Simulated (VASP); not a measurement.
# GeW (Fm-3m) in VASP: further runs, part 2 of 2

VASP 6.6.1.

## Step 4: Relaxation of cell and atoms, PBE+D3(BJ)

The input, INCAR:

```
PREC = Accurate
ENCUT = 600
EDIFF = 1E-6
ISMEAR = -1
SIGMA = 0.05
LREAL = False
LASPH = True
NELM = 80
ALGO = Normal
ISIF = 3
LWAVE = False
LCHARG = False
GGA = PE
IVDW = 12
IBRION = 2
NSW = 60
EDIFFG = -0.01
```

The input, KPOINTS:

```
Automatic mesh
0
Gamma
  9 9 9
```

The input, POSCAR:

```
GeW
1.0
    0.0000000000      2.5776100000      2.5776100000
    2.5776100000      0.0000000000      2.5776100000
    2.5776100000      2.5776100000      0.0000000000
Ge W
1 1
Direct
    0.5000000000      0.5000000000      0.5000000000
    0.0000000000      0.0000000000      0.0000000000
```

Potentials or basis: VASP PAW PBE potentials, release 64 (Ge_d, W_sv).

Launch:

```sh
$ cat potpaw_PBE.64/Ge_d/POTCAR potpaw_PBE.64/W_sv/POTCAR > POTCAR
$ mpirun -np 1 vasp_std > vasp.out
```

OUTCAR:

```text
PREC = Accurate
   ENCUT = 600
   EDIFF = 1E-6
   ISMEAR = -1
   LREAL = False
   LASPH = True
   NELM = 80
   ISIF = 3
   GGA = PE
   IVDW = 12
   IBRION = 2
   NSW = 60
   EDIFFG = -0.01
 IVDW          = 12

 ion  position               nearest neighbor table
   1  0.500  0.500  0.500-   2 2.58   2 2.58   2 2.58   2 2.58   2 2.58   2 2.58
   2  0.000  0.000  0.000-   1 2.58   1 2.58   1 2.58   1 2.58   1 2.58   1 2.58

  LATTYP: Found a face centered cubic cell.
 ALAT       =     5.1552200000

  Lattice vectors:

 A1 = (   0.0000000000,   2.5776100000,   2.5776100000)
 A2 = (   2.5776100000,   0.0000000000,   2.5776100000)
 A3 = (   2.5776100000,   2.5776100000,   0.0000000000)

Analysis of symmetry for initial positions (statically):
=====================================================================
 Subroutine PRICEL returns:
 Original cell was already a primitive cell.

[... 175 lines left out ...]

 E8    (eV) :    -0.4893
[... 71 lines left out ...]
--------------------------------------- Ionic step        3  -------------------------------------------

 number of electron      28.0000009 magnetization

 Free energy of the ion-electron system (eV)
  ---------------------------------------------------
  ext. energy  EPLUGINS =         0.00000000
  ---------------------------------------------------
  free energy    TOTEN  =       -15.70250574 eV

  energy without entropy =      -15.67895692  energy(sigma->0) =      -15.69073133

 E-fermi :   9.3754     XC(G=0): -12.5526

 val. band max:        9.3503896348   @ k =  -0.3333   0.3333   0.1111
 cond. band min:       9.3773968930   @ k =   0.3333   0.1111   0.0000
 fundamental gap:      0.0270072582
 Fermi energy:         9.3754137785

 k-point     1 :       0.0000    0.0000    0.0000
  band No.  band energies     occupation
      1     -65.0947      2.00000
      2     -29.2925      2.00000
      3     -29.2925      2.00000
      4     -29.2925      2.00000
      5     -15.1136      2.00000
      6     -15.1136      2.00000
[... 481 lines left out ...]
      5     -15.1053      2.00000
      6     -15.1011      2.00000
[... 10 lines left out ...]
     17      10.8485      0.00000
     18      11.4385      0.00000

 [... further k-points ...]

------------------------ aborting loop because EDIFF is reached ----------------------------------------

 Edisp (eV)   -1.04194

 E8    (eV) :    -0.5018
[... 25 lines left out ...]
  FREE ENERGIE OF THE ION-ELECTRON SYSTEM (eV)
  ---------------------------------------------------
  free  energy   TOTEN  =       -16.7444450727 eV

  energy  without entropy=      -16.7208962460  energy(sigma->0) =      -16.73267066

 reached required accuracy - stopping structural energy minimisation
```

OSZICAR:

```text
N       E                     dE             d eps       ncg     rms          rms(c)
DAV:   1     0.218953350436E+03    0.21895E+03   -0.16466E+04  1334   0.378E+03
DAV:   2     0.177610668304E+01   -0.21718E+03   -0.21324E+03  1306   0.612E+02
DAV:   3    -0.160966566292E+02   -0.17873E+02   -0.17177E+02  1438   0.136E+02
DAV:   4    -0.167485709863E+02   -0.65191E+00   -0.62129E+00  1460   0.226E+01
[... 25 lines left out ...]
DAV:   5    -0.157026429228E+02    0.14176E-02   -0.48730E-03  1402   0.124E+00    0.485E-02
DAV:   6    -0.157025162280E+02    0.12669E-03   -0.67531E-04  1448   0.485E-01    0.367E-02
DAV:   7    -0.157025077047E+02    0.85233E-05   -0.32256E-05  1414   0.515E-02    0.134E-02
DAV:   8    -0.157025055543E+02    0.21504E-05   -0.11472E-05  1354   0.601E-02    0.431E-03
DAV:   9    -0.157025057421E+02   -0.18780E-06   -0.99007E-07   680   0.182E-02
   3 F= -.16744445E+02 E0= -.16732671E+02  d E =-.118383E-01
```

Run time: 87 s. Hardware: 1 thread of Intel Xeon Platinum 8259CL at 2.50GHz (Skylake/Cascade Lake), shared host; peak memory 0.2 GiB.

What came out:

```yaml
Free_energy: -16.7444 eV
Relaxed_volume: 16.71 Å³/atom
Relaxed_cell: a = 3.615 Å, b = 3.615 Å, c = 3.615 Å, α = 60.00°, β = 60.00°, γ = 60.00°
Space_group_after_relaxing_to_0.05_Å: Fm-3m (No. 225)
Energy_gained_by_relaxing: 5.9 meV/atom
Ionic_steps: 3
Pressure_after_relaxing: 0.0 GPa
Band_gap_on_the_k_mesh: zero (band 14 reaches 9.95 eV, above the bottom of band 15 at 8.17 eV)
Dispersion_energy_per_atom: -0.521 eV
```

Step by step:
| step | energy change (eV) | largest force (eV/Å) | pressure (GPa) | volume (Å³) |
| --- | --- | --- | --- | --- |
| 1 | 0.0000 | 0.0000 | -4.37 | 34.25 |
| 2 | 0.0255 | 0.0000 | 8.73 | 31.99 |
| 3 | -0.0118 | 0.0000 | -0.05 | 33.42 |

Final structure:
```
Ge W
1.0
     0.00000    2.55648    2.55648
     2.55648    0.00000    2.55648
     2.55648    2.55648    0.00000
Ge W
1 1
Direct
  0.50000 0.50000 0.50000
  0.00000 0.00000 0.00000
```

Caveat: spin-orbit coupling is left out, which moves the levels of the heavy elements; pairwise dispersion overbinds metals, which lowers pressure and volume.

## Step 5: Relaxation of cell and atoms, PBE+D4

The input, INCAR:

```
PREC = Accurate ; ENCUT = 600
EDIFF = 1E-7 ; ISMEAR = -1
SIGMA = 0.05 ; LREAL = F
LASPH = T ; NELM = 100
ALGO = Normal ; ISIF = 3
LWAVE = F ; LCHARG = F
GGA = PE ; IVDW = 13
IBRION = 2 ; NSW = 60
EDIFFG = -0.01
```

KPOINTS is that of step 4.

POSCAR is that of step 4.

Launch:

```sh
$ cat potpaw_PBE.64/Ge_d/POTCAR potpaw_PBE.64/W_sv/POTCAR > POTCAR
$ mpirun -np 1 vasp_std > vasp.out
```

Run time: 90 s. Hardware: 1 thread of Intel Xeon Platinum 8259CL at 2.50GHz (Skylake/Cascade Lake), shared host; peak memory 0.19 GiB.

The run converged. Its results:

* Free energy: -16.7532 eV
* Relaxed volume: 16.75 Å³/atom
* Relaxed cell: a = 3.618 Å, b = 3.618 Å, c = 3.618 Å, α = 60.00°, β = 60.00°, γ = 60.00°
* Space group after relaxing (to 0.05 Å): Fm-3m (No. 225)
* Energy gained by relaxing: 4.8 meV/atom
* Ionic steps: 3
* Pressure after relaxing: 0.0 GPa
* Band gap on the k mesh: zero (band 14 reaches 9.91 eV, above the bottom of band 15 at 8.14 eV)
* Dispersion energy per atom: -0.524 eV

Step by step:
| step | energy change (eV) | largest force (eV/Å) | pressure (GPa) | volume (Å³) |
| --- | --- | --- | --- | --- |
| 1 | 0.0000 | 0.0000 | -3.94 | 34.25 |
| 2 | 0.0211 | 0.0000 | 7.89 | 32.20 |
| 3 | -0.0095 | 0.0000 | -0.05 | 33.50 |

Final structure:
```xyz
2
Lattice="0.0000 2.5586 2.5586 2.5586 0.0000 2.5586 2.5586 2.5586 0.0000" Properties=species:S:1:pos:R:3 pbc="T T T"
Ge    2.5586    2.5586    2.5586
W     0.0000    0.0000    0.0000
```

Levels at points of the mesh, in eV from the Fermi level:
| k point | band 11 | band 12 | band 13 | band 14 | band 15 | band 16 | band 17 | band 18 |
| --- | --- | --- | --- | --- | --- | --- | --- | --- |
| (0.00, 0.00, 0.00) | -1.67 | -1.67 | -1.67 | -0.89 | -0.89 | 2.47 | 2.47 | 2.47 |

Caveat: spin-orbit coupling is left out, which moves the levels of the heavy elements; pairwise dispersion overbinds metals, which lowers pressure and volume.

## Step 6: The runs side by side

```csv
task,level,cell,cutoff (eV),smearing,gap on the mesh (eV),pressure (GPa),relaxed volume (Å³/atom)
single point,PBE,as given,520,gaussian 0.027 eV,none,0.4,-
single point,PBE,as given,520,gaussian 0.028 eV,none,0.4,-
relaxation of cell and atoms,PBE+D3(BJ),relaxed,600,fermi-dirac 0.05 eV,none,0.0,16.71
relaxation of cell and atoms,PBE+D4,relaxed,600,fermi-dirac 0.05 eV,none,0.0,16.75
```

Alike in all rows: potentials or basis VASP PAW PBE potentials, release 64 (Ge_d, W_sv); no spin polarisation; k mesh 9 × 9 × 9.

Caveats: spin-orbit coupling is left out, which moves the levels of the heavy elements; pairwise dispersion overbinds metals, which lowers pressure and volume (some runs).

Absolute energies hang on the potentials; compare differences alone.
